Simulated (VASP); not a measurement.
ZnCd2Te2: single point with PBE

ZnCd2Te2, a slab with vacuum:

```
CELL_PARAMETERS angstrom
4.67946 0.00000 0.00000
-2.33973 4.05253 0.00000
0.00000 0.00000 20.08073
ATOMIC_POSITIONS crystal
Te 0.00000 0.00000 0.19920
Te 0.33333 0.66667 0.40371
Cd 0.33333 0.66667 0.24676
Cd 0.66667 0.33333 0.42731
Zn 0.66667 0.55556 0.56881
```

```
Program                : VASP 6.6.1
Task                   : single point
Functional             : PBE
Potentials or basis    : VASP PAW PBE potentials, release 64 (Te, Cd, Zn)
Cutoff                 : 520 eV
k mesh                 : 6 × 6 × 1
Occupations            : gaussian, width 0.05 eV
Spin                   : no spin polarisation
Dipole correction      : yes
Further INCAR settings : ALGO = Normal; EDIFF = 1e-06; NBANDS = 32
```

```
Largest force          : 0.432 eV/Å
Band gap on the k mesh : zero (filled and empty bands touch)
```

Forces in eV/Å, atoms in the order of the input:
```
Te  -0.008  0.010  0.432
Te  -0.081  0.061 -0.266
Cd  -0.001 -0.001 -0.412
Cd   0.029 -0.009  0.237
Zn   0.061 -0.061  0.009
```

Levels at points of the mesh, in eV from the Fermi level:
```
           k point  band 21  band 22  band 23  band 24  band 25  band 26  band 27  band 28
(0.00, 0.00, 0.00)    -1.87    -1.33    -0.35     0.00     0.00     1.38     1.90     3.27
(0.50, 0.00, 0.00)    -2.79    -2.15    -0.88    -0.69     0.65     0.81     1.70     2.53
(0.00, 0.50, 0.00)    -2.91    -1.95    -0.88    -0.69     0.29     0.83     2.10     2.63
(0.50, 0.50, 0.00)    -2.71    -2.36    -0.88    -0.74     0.42     1.32     1.51     2.48
```

Run time: 2.8 min on 1 thread of Intel(R) Xeon(R) 6975P-C (Granite Rapids), on a shared host, peak memory 0.58 GiB.

Caveat: spin-orbit coupling is left out, which moves the levels of the heavy elements.
